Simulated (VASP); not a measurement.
# SnSe (Fm-3m) in VASP: a series of runs, part 2 of 2

VASP 6.6.1. Earlier steps stand in the parts before.

### 4 Single point, PBEsol+D3(BJ)

This run uses another cell than the first one, of 25.31 Å³/atom, 0.928 times its volume.

Input file INCAR:

```
SYSTEM = SnSe
PREC = Accurate
ENCUT = 520
EDIFF = 1E-7
ISMEAR = -1
SIGMA = 0.05
LREAL = .FALSE.
LASPH = .TRUE.
NELM = 60
ALGO = Normal
ISIF = 2
LWAVE = .FALSE.
LCHARG = .TRUE.
GGA = PS
IVDW = 12
LELF = .TRUE.
LVHAR = .TRUE.
NBANDS = 17
```

Input file KPOINTS:

```
regular mesh
0
G
  8 8 8
  0 0 0
```

Input file POSCAR:

```
SnSe
1.0
    0.0000000000      2.9360496605      2.9360496605
    2.9360496605      0.0000000000      2.9360496605
    2.9360496605      2.9360496605      0.0000000000
Sn Se
1 1
Direct
    0.0000000000      0.0000000000      0.0000000000
    0.5000000000      0.5000000000      0.5000000000
```

On the command line:

```console
> cat potpaw_PBE.64/Sn_d/POTCAR potpaw_PBE.64/Se/POTCAR > POTCAR
> mpirun -np 1 vasp_std > vasp.out
```

Run time: 21 s. Hardware: 1 thread of Intel Xeon Platinum 8259CL at 2.50GHz (Skylake/Cascade Lake), shared host; peak memory 0.19 GiB.

It converged, with:

- Free energy: -9.6822 eV
- Pressure: 0.0 GPa
- Band gap on the k mesh: 0.74 eV, indirect (least direct gap 0.92 eV)
- Dispersion energy per atom: -0.355 eV

Levels at points of the mesh, in eV from the valence-band top:
| k point | band 7 | band 8 | band 9 | band 10 | band 11 | band 12 | band 13 | band 14 |
| --- | --- | --- | --- | --- | --- | --- | --- | --- |
| (0.00, 0.00, 0.00) | -4.77 | -2.32 | -2.32 | -2.32 | 4.65 | 4.65 | 4.65 | 5.79 |
| (0.50, 0.00, 0.00) | -8.41 | -2.06 | -2.06 | -0.06 | 0.94 | 1.24 | 1.24 | 8.41 |
| (0.50, 0.50, 0.00) | -5.98 | -5.96 | -3.93 | -3.93 | 2.74 | 5.83 | 5.83 | 6.50 |

Caveat: the PAW data sets were made with another functional, which shifts forces and pressure a little; spin-orbit coupling is left out, which moves the levels of the heavy elements.

### 5 Single point, PBE+D3(BJ)

This run uses another cell than the first one, of 26.64 Å³/atom, 0.977 times its volume.

Input file INCAR:

```
SYSTEM = SnSe
ALGO = Normal
EDIFF = 1E-6
ENCUT = 520
GGA = PE
ISIF = 2
ISMEAR = -1
IVDW = 12
LASPH = .TRUE.
LCHARG = .FALSE.
LREAL = .FALSE.
LWAVE = .FALSE.
NBANDS = 17
NELM = 60
PREC = Accurate
SIGMA = 0.05
```

Input file KPOINTS:

```
k-points
0
G
  8 8 8
  0 0 0
```

Input file POSCAR:

```
SnSe
1.0
    0.0000000000      2.9866608763      2.9866608763
    2.9866608763      0.0000000000      2.9866608763
    2.9866608763      2.9866608763      0.0000000000
Sn Se
1 1
Direct
    0.0000000000      0.0000000000      0.0000000000
    0.5000000000      0.5000000000      0.5000000000
```

On the command line:

```console
> cat potpaw_PBE.64/Sn_d/POTCAR potpaw_PBE.64/Se/POTCAR > POTCAR
> mpirun -np 1 vasp_std > vasp.out
```

Run time: 19 s. Hardware: 1 thread of Intel Xeon Platinum 8259CL at 2.50GHz (Skylake/Cascade Lake), shared host; peak memory 0.19 GiB.

The run converged. Its results:

* Free energy: -8.9302 eV
* Pressure: 0.0 GPa
* Band gap on the k mesh: 0.69 eV, direct
* Dispersion energy per atom: -0.362 eV

Levels at points of the mesh, in eV from the valence-band top:
```
           k point  band 7  band 8  band 9  band 10  band 11  band 12  band 13  band 14
(0.00, 0.00, 0.00)   -4.97   -2.24   -2.24    -2.24     4.43     4.43     4.43     5.86
(0.50, 0.00, 0.00)   -8.15   -1.99   -1.99     0.00     0.69     1.26     1.26     8.33
(0.50, 0.50, 0.00)   -5.99   -5.61   -3.73    -3.73     2.97     5.50     5.50     6.14
```

Caveat: spin-orbit coupling is left out, which moves the levels of the heavy elements. A k mesh can miss the band edges.

### 6 Single point, BLYP

This run uses another cell than the first one, of 30.05 Å³/atom, 1.102 times its volume.

Input file INCAR:

```
PREC     = Accurate       # precision mode
ENCUT    = 520            # plane-wave cutoff, eV
EDIFF    = 1E-6           # SCF threshold, eV
ISMEAR   = -1             # smearing method
SIGMA    = 0.05           # smearing width, eV
LREAL    = False          # projectors in reciprocal space
LASPH    = True           # aspherical terms in the spheres
NELM     = 80             # most SCF steps
ALGO     = Normal         # electronic algorithm
ISIF     = 2              # what is computed and relaxed
LWAVE    = False          # write WAVECAR
LCHARG   = False          # write CHGCAR
GGA      = B5             # functional
ALDAX    = 1.0          
AGGAX    = 1.0          
AGGAC    = 1.0          
ALDAC    = 0.0          
NBANDS   = 17             # bands
```

Input file KPOINTS:

```
regular mesh
0
Gamma
  8 8 8
```

Input file POSCAR:

```
SnSe
1.0
    0.0000000000      3.1088595494      3.1088595494
    3.1088595494      0.0000000000      3.1088595494
    3.1088595494      3.1088595494      0.0000000000
Sn Se
1 1
Direct
    0.0000000000      0.0000000000      0.0000000000
    0.5000000000      0.5000000000      0.5000000000
```

Potentials or basis: VASP PAW PBE potentials, release 64 (Sn_d, Se).

On the command line:

```console
> cat potpaw_PBE.64/Sn_d/POTCAR potpaw_PBE.64/Se/POTCAR > POTCAR
> mpirun -np 1 vasp_std > vasp.out
```

Wall time 40 s (1 thread of Intel Xeon Platinum 8259CL at 2.50GHz (Skylake/Cascade Lake), shared host); peak memory 0.21 GiB.

Results (log left out):

```
Free energy            : -7.0711 eV
Pressure               : 0.1 GPa
Band gap on the k mesh : 0.04 eV, direct
```

Levels at points of the mesh, in eV from the valence-band top:
| k point | band 7 | band 8 | band 9 | band 10 | band 11 | band 12 | band 13 | band 14 |
| --- | --- | --- | --- | --- | --- | --- | --- | --- |
| (0.00, 0.00, 0.00) | -5.63 | -2.07 | -2.07 | -2.07 | 3.70 | 3.70 | 3.70 | 6.05 |
| (0.50, 0.00, 0.00) | -7.81 | -1.82 | -1.82 | 0.00 | 0.04 | 1.12 | 1.12 | 8.17 |
| (0.50, 0.50, 0.00) | -6.30 | -4.88 | -3.31 | -3.31 | 3.51 | 4.57 | 4.57 | 5.17 |

Caveat: the PAW data sets were made with another functional, which shifts forces and pressure a little; spin-orbit coupling is left out, which moves the levels of the heavy elements. A k mesh can miss the band edges.

### 7 Summary

| level | cell | k mesh | smearing | grid for exact exchange (PRECFOCK) | gap on the mesh (eV) | pressure (GPa) |
| --- | --- | --- | --- | --- | --- | --- |
| r2SCAN0 | a = 4.257 Å, angles 60.0°, 2 atoms | 4 × 4 × 4 | fermi-dirac 0.05 eV | Normal | 0.97 | -2.4 |
| PBE | a = 4.257 Å, angles 60.0°, 2 atoms | 3 × 3 × 3 | fermi-dirac 0.04 eV | - | - | -0.6 |
| PBEsol+D3(BJ) | a = 4.152 Å, angles 60.0°, 2 atoms | 8 × 8 × 8 | fermi-dirac 0.05 eV | - | 0.74 | 0.0 |
| PBE+D3(BJ) | a = 4.224 Å, angles 60.0°, 2 atoms | 8 × 8 × 8 | fermi-dirac 0.05 eV | - | 0.69 | 0.0 |
| BLYP | a = 4.397 Å, angles 60.0°, 2 atoms | 8 × 8 × 8 | fermi-dirac 0.05 eV | - | 0.04 | 0.1 |

Alike in all rows: task single point; potentials or basis VASP PAW PBE potentials, release 64 (Sn_d, Se); no spin polarisation; cutoff (eV) 520.

Caveats: some runs use coarse meshes; spin-orbit coupling is left out, which moves the levels of the heavy elements; the PAW data sets were made with another functional, which shifts forces and pressure a little (some runs).

Total energies depend on the potentials used, so only differences within one code and one set of settings carry meaning.
